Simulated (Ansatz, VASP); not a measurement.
One calculation of CO2, two programs

Contents of INCAR:

```
SYSTEM = CO2
ALGO     = Normal         ! electronic algorithm
EDIFF    = 1E-6           ! SCF threshold, eV
EDIFFG   = -0.01          ! ionic threshold
ENCUT    = 600            ! plane-wave cutoff, eV
GGA      = PE             ! functional
IBRION   = 2              ! ionic algorithm
ISIF     = 3              ! what is computed and relaxed
ISMEAR   = -1             ! smearing method
IVDW     = 13             ! dispersion correction
LASPH    = .True.         ! aspherical terms in the spheres
LCHARG   = .False.        ! write CHGCAR
LREAL    = .False.        ! projectors in reciprocal space
LWAVE    = .False.        ! write WAVECAR
NELM     = 80             ! most SCF steps
NSW      = 60             ! ionic steps
PREC     = Accurate       ! precision mode
SIGMA    = 0.05           ! smearing width, eV
```

The input KPOINTS:

```
k-points
0
Gamma
  9 9 9
  0 0 0
```

File POSCAR:

```
CO2
1.0
   -1.9747270000      1.9747270000      3.0140580000
    1.9747270000     -1.9747270000      3.0140580000
    1.9747270000      1.9747270000     -3.0140580000
O C
4 2
Direct
    0.8750000000      0.9597980000      0.5847980000
    0.3750000000      0.2902020000      0.4152020000
    0.0402020000      0.6250000000      0.9152020000
    0.7097980000      0.1250000000      0.0847980000
    0.0000000000      0.0000000000      0.0000000000
    0.7500000000      0.2500000000      0.5000000000
```

Contents of input.yaml:

```yaml
crystal:
  lattice:
    - [-1.974727, 1.974727, 3.014058]
    - [1.974727, -1.974727, 3.014058]
    - [1.974727, 1.974727, -3.014058]
  atoms:
    - { symbol: O, position: [0.875, 0.959798, 0.584798] }
    - { symbol: O, position: [0.375, 0.290202, 0.415202] }
    - { symbol: O, position: [0.040202, 0.625, 0.915202] }
    - { symbol: O, position: [0.709798, 0.125, 0.084798] }
    - { symbol: C, position: [0.0, 0.0, 0.0] }
    - { symbol: C, position: [0.75, 0.25, 0.5] }
hamiltonian:
  xc: pbe
  pseudopotentials: { kind: paw }
  dispersion: d4
kpoints:
  mp_grid: { grid: [9, 9, 9] }
scf:
  occupations: { method: fermi_dirac, width: 0.05 }
output:
  forces: true
  stress: true
  write_density: true
  write_potential: true
  elf: true
  volumetric_format: npy
relax:
  f_tol: 0.01
  max_steps: 40
  cell: { stress_tol: 0.05 }
```

Alike in both runs: task relaxation of cell and atoms; functional PBE; dispersion D4; k mesh 9 × 9 × 9; occupations fermi-dirac, width 0.05 eV; no spin polarisation.

|  | VASP | Ansatz |
| --- | --- | --- |
| version | VASP 6.6.1 | Ansatz 0.2.0 |
| potentials or method | VASP PAW PBE potentials, release 64 (O, C) | Ansatz PAW |
| plane-wave cutoff (eV) | 600 | 420 |
| valence electrons in the cell | 32 | 32 |

|  | VASP | Ansatz | Ansatz less VASP |
| --- | --- | --- | --- |
| gap on the k mesh at the Fermi level, each at its own relaxed structure (eV) | 7.66 | 7.74 | +0.078 |
| relaxed volume (Å³/atom) | 7.72 | 7.70 | -0.016 |
| relaxed length of the cell vector where the two differ most in proportion (Å) | 4.082 | 4.081 | -0.0011 |

Noted on Ansatz's run: Pulay correction over one GPa; odd divisions of the mesh miss points on the zone boundary, where band edges often lie, so the gap on the mesh can be too wide; the plane-wave basis is chosen anew once the cell has moved, so the energies of steps on either side of that aren't comparable.
